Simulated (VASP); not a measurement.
Write the native input for VASP 6.6.1 that does the following.

```
Task                   : single point
Functional             : PBE
Potentials or basis    : VASP PAW PBE potentials, release 64 (Hf_pv, Pb_d, O)
Cutoff                 : 520 eV
k mesh                 : 4 × 4 × 4
Occupations            : gaussian, width 0.1 eV
Spin                   : no spin polarisation
Dipole correction      : no
Further INCAR settings : ALGO = Normal; EDIFF = 1e-07; NBANDS = 45
```

The structure of HfPb4O lies in POSCAR:

```
HfPb4O
1.0
    0.0000000000      4.3610258901      4.3610258901
    4.3610258901      0.0000000000      4.3610258901
    4.3610258901      4.3610258901      0.0000000000
Hf Pb O
1 4 1
Direct
    0.0000000000      0.0000000000      0.0000000000
    0.8749129908      0.3750290031      0.3750290031
    0.3750290031      0.3750290031      0.3750290031
    0.3750290031      0.8749129908      0.3750290031
    0.3750290031      0.3750290031      0.8749129908
    0.7500000000      0.7500000000      0.7500000000
```

The cell was built from a structure type or drawn by symmetry, and may not be a known phase.

These files were run (other wordings do the same):

INCAR

```
SYSTEM = HfPb4O
PREC = Accurate
ENCUT = 520
EDIFF = 1E-7
ISMEAR = 0
SIGMA = 0.1
LREAL = .False.
LASPH = .True.
NELM = 100
ALGO = Normal
ISIF = 2
LWAVE = .False.
LCHARG = .False.
GGA = PE
NBANDS = 45
```

KPOINTS

```
Automatic mesh
0
Gamma
  4 4 4
  0 0 0
```

Potentials or basis: VASP PAW PBE potentials, release 64 (Hf_pv, Pb_d, O).

Launch:

```sh
$ cat potpaw_PBE.64/Hf_pv/POTCAR potpaw_PBE.64/Pb_d/POTCAR potpaw_PBE.64/O/POTCAR > POTCAR
$ mpirun -np 1 vasp_std > vasp.out
```

Results of the run:

```
Pressure               : 0.2 GPa
Largest force          : 0.011 eV/Å
Band gap on the k mesh : zero (bands 36 and 37 overlap by 1.07 eV)
```

Caveat: spin-orbit coupling is left out, which moves the levels of the heavy elements.

It took 69 s on 1 thread of Intel(R) Xeon(R) 6975P-C (Granite Rapids) (shared host), peak memory 0.34 GiB.
